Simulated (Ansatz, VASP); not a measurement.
Two plane-wave programs on Se

```
Se
1.0
     5.46490    0.00000    0.00000
     0.00000    5.46490    0.00000
     0.00000    0.00000    2.71234
Se
3
Direct
  0.00000 0.00000 0.00000
  0.00000 0.50000 0.00000
  0.50000 0.00000 0.00000
```

Alike in both runs: functional PBE; k mesh 4 × 4 × 8; occupations gaussian, width 0.1 eV; no spin polarisation.

Ansatz relaxed the structure, and its values are those at the end. VASP's run is a single point on that final structure, the one shown.

|  | VASP | Ansatz |
| --- | --- | --- |
| version | VASP 6.6.1 | Ansatz 0.2.0 |
| potentials or method | VASP PAW PBE potentials, release 64 (Se), cutoff 520 eV | scalar-relativistic, plane waves, PAW |
| valence electrons in the cell | 18 | 48 |

```tsv
	VASP	Ansatz	Ansatz less VASP
gap on the k mesh at the Fermi level (eV)	none	none	-
pressure (GPa)	0.1	0.0	-0.02
```

A gap of «none» marks a metal or a gap that the smearing closes. The functional is the same, so the differences come from potentials, cutoffs and numerics. VASP's potentials hold 18 valence electrons a cell and Ansatz's 48, so a difference there can come from the potentials and not from the codes.
